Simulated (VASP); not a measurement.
A run of VASP 6.6.1 is set up as follows.

INCAR

```
PREC     = Accurate       # precision mode
ENCUT    = 600            # plane-wave cutoff, eV
EDIFF    = 1E-6           # SCF threshold, eV
ISMEAR   = 0              # smearing method
SIGMA    = 0.1            # smearing width, eV
LREAL    = F              # projectors in reciprocal space
LASPH    = T              # aspherical terms in the spheres
NELM     = 100            # most SCF steps
ALGO     = Normal         # electronic algorithm
ISIF     = 3              # what is computed and relaxed
LWAVE    = F              # write WAVECAR
LCHARG   = F              # write CHGCAR
GGA      = PE             # functional
IBRION   = 2              # ionic algorithm
NSW      = 90             # ionic steps
EDIFFG   = -0.04          # ionic threshold
```

Contents of KPOINTS:

```
Automatic mesh
0
Gamma
  4 4 4
```

Contents of POSCAR:

```
Ca3Si2N
1.0
    0.0000000000      4.4219330000      5.0079182200
    2.5648887500      0.0000000000      5.0079182200
    2.5648887500      4.4219330000      0.0000000000
Ca Si N
3 2 1
Direct
    0.6689643800      0.3310356200      0.6689643800
    0.3310356200      0.6689643800      0.3310356200
    0.0000000000      0.0000000000      0.0000000000
    0.0000000000      0.5000000000      0.0000000000
    0.5000000000      0.0000000000      0.5000000000
    0.5000000000      0.5000000000      0.5000000000
```

Potentials or basis: VASP PAW PBE potentials, release 64 (Ca_sv, Si, N).

The run is started by

```bash
$ cat potpaw_PBE.64/Ca_sv/POTCAR potpaw_PBE.64/Si/POTCAR potpaw_PBE.64/N/POTCAR > POTCAR
$ mpirun -np 1 vasp_std > vasp.out
```

What does it give for the space group after relaxing (to 0.1 Å)?

Fmmm (No. 69).

What does it give for the band gap on the k mesh?

Zero (an odd number of electrons rules out a gap without spin polarisation).

Estimate the relaxed cell.

a = 8.473 Å, b = 5.689 Å, c = 7.243 Å, α = 80.90°, β = 41.53°, γ = 57.58°.

Forces in eV/Å, atoms in the order of the input:
```
Ca   0.000  0.010  0.000
Ca   0.000 -0.010  0.000
Ca   0.000  0.000  0.000
Si   0.000  0.000  0.000
Si   0.000  0.000  0.000
N    0.000  0.000  0.000
```

Caveat: the k points lie up to 0.36 Å⁻¹ apart in the final cell, too coarse for converged energies and pressures of a metal; an odd number of electrons without spin polarisation forces a metal; a magnetic or distorted state may lie lower.
